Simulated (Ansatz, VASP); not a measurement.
# Two plane-wave programs on In3O2

```
In O
1.0
     0.00000    3.52595    4.59607
     3.21130    0.00000    4.59607
     3.21130    3.52595    0.00000
In O
3 2
Direct
  0.50000 0.50000 0.50000
  0.18010 0.18010 0.81990
  0.81990 0.81990 0.18010
  0.80436 0.19564 0.80436
  0.19564 0.80436 0.19564
```

Alike in both runs: functional PBE; k mesh 10 × 10 × 10; occupations gaussian, width 0.1 eV; no spin polarisation.

Ansatz relaxed the structure, and its values are those at the end. VASP's run is a single point on that final structure, the one shown.

```csv
,VASP,Ansatz
version,VASP 6.6.1,Ansatz 0.2.0
potentials or method,"VASP PAW PBE potentials, release 64 (In_d, O), cutoff 520 eV","scalar-relativistic, plane waves, PAW"
valence electrons in the cell,51,51
```

Ansatz gave:

| Property | Result |
| --- | --- |
| gap on the k mesh at the Fermi level (eV) | none |
| pressure (GPa) | 0.0 |
| rms of the force components (eV/Å) | 0.001 |

Q: What did VASP give for the same quantities?

A: gap on the k mesh at the Fermi level (eV): none; pressure (GPa): 0.1; rms of the force components (eV/Å): 0.019.

A gap of «none» marks a metal or a gap that the smearing closes.
